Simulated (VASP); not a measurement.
Here is a VASP 6.6.1 calculation.

INCAR

```
SYSTEM = GaN
  ALGO = Normal
  EDIFF = 1E-6
  ENCUT = 520
  GGA = PE
  ISIF = 2
  ISMEAR = 0
  LASPH = .TRUE.
  LCHARG = .FALSE.
  LREAL = .FALSE.
  LWAVE = .FALSE.
  NBANDS = 16
  NELM = 100
  PREC = Accurate
  SIGMA = 0.01
```

KPOINTS

```
k-points
0
G
  8 8 8
  0 0 0
```

POSCAR

```
GaN
1.0
    0.0000000000      2.1124717462      2.1124717462
    2.1124717462      0.0000000000      2.1124717462
    2.1124717462      2.1124717462      0.0000000000
Ga N
1 1
Direct
    0.5000000000      0.5000000000      0.5000000000
    0.0000000000      0.0000000000      0.0000000000
```

Potentials or basis: VASP PAW PBE potentials, release 64 (Ga_d, N).

Run with:

```console
$ cat potpaw_PBE.64/Ga_d/POTCAR potpaw_PBE.64/N/POTCAR > POTCAR
$ mpirun -np 1 vasp_std > vasp.out
```

Q: What does it give for the band gap on the k mesh?

A: 0.62 eV, indirect (least direct gap 2.76 eV).

Q: What does it give for the pressure?

A: 7.7 GPa.

 A k mesh can miss the band edges.
